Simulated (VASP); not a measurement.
A run of VASP 6.6.1:

The input INCAR:

```
  PREC = Accurate
  ENCUT = 600
  EDIFF = 1E-7
  ISMEAR = -1
  SIGMA = 0.05
  LREAL = False
  LASPH = True
  NELM = 100
  ALGO = Normal
  ISIF = 3
  LWAVE = False
  LCHARG = False
  GGA = PE
  IVDW = 12
  IBRION = 2
  NSW = 60
  EDIFFG = -0.01
```

File KPOINTS:

```
regular mesh
0
Gamma
  7 7 7
```

The input POSCAR:

```
BiS
1.0
    4.0029443400      0.0000000000      0.0000000000
    0.0000000000      4.0029443400      0.0000000000
    0.0000000000      0.0000000000      4.0029443400
Bi S
1 1
Direct
    0.5000000000      0.5000000000      0.5000000000
    0.0000000000      0.0000000000      0.0000000000
```

Potentials or basis: VASP PAW PBE potentials, release 64 (Bi_d, S).

Launch:

```sh
$ cat potpaw_PBE.64/Bi_d/POTCAR potpaw_PBE.64/S/POTCAR > POTCAR
$ mpirun -np 1 vasp_std > vasp.out
```

Hardware: 1 thread of AMD EPYC 7R13 (shared host).

How long does it take, and how much memory?

Run time: 54 s on 1 thread of AMD EPYC 7R13 (shared host), peak memory 0.17 GiB. Counts: scf iterations 36, k points 20, ion steps 3.
